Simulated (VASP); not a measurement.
## SnBr4Cl: single point with PBE

The system is SnBr4Cl.

```
Sn Br Cl
1.0
     9.05514    0.00000    0.00000
    -4.52757    7.84198    0.00000
     0.00000    0.00000    3.43693
Sn Br Cl
1 4 1
Direct
  0.00000 0.00000 0.00000
  0.33333 0.66667 0.00000
  0.72992 0.86496 0.50000
  0.13504 0.86496 0.50000
  0.13504 0.27008 0.50000
  0.66667 0.33333 0.00000
```

The cell was built from a structure type or drawn by symmetry, and may not be a known phase.

- Program: VASP 6.6.1
- Task: single point
- Functional: PBE
- Potentials or basis: VASP PAW PBE potentials, release 64 (Sn_d, Br, Cl)
- Cutoff: 520 eV
- k mesh: 6 × 6 × 12
- Occupations: gaussian, width 0.1 eV
- Spin: no spin polarisation
- Dipole correction: no
- Further INCAR settings: ALGO = Normal; EDIFF = 1e-06; NBANDS = 34

```yaml
Pressure: 0.0 GPa
Band_gap_on_the_k_mesh: zero (an odd number of electrons rules out a gap without spin polarisation)
```

Levels at points of the mesh, in eV from the Fermi level:
| k point | band 23 | band 24 | band 25 | band 26 | band 27 | band 28 |
| --- | --- | --- | --- | --- | --- | --- |
| (0.00, 0.00, 0.00) | -0.38 | 0.47 | 0.49 | 0.56 | 4.26 | 4.26 |
| (0.50, 0.00, 0.00) | -0.40 | 0.47 | 0.51 | 1.04 | 4.03 | 4.22 |
| (0.00, 0.00, 0.50) | -0.57 | -0.57 | -0.06 | -0.06 | 3.58 | 3.58 |
| (0.50, 0.00, 0.50) | -0.55 | -0.07 | -0.07 | 0.08 | 3.41 | 3.54 |

It took 12 min on 1 thread of Intel Xeon 8259CL (shared host), peak memory 0.62 GiB.

Caveat: spin-orbit coupling is left out, which moves the levels of the heavy elements; an odd number of electrons without spin polarisation forces a metal; a magnetic or distorted state may lie lower.
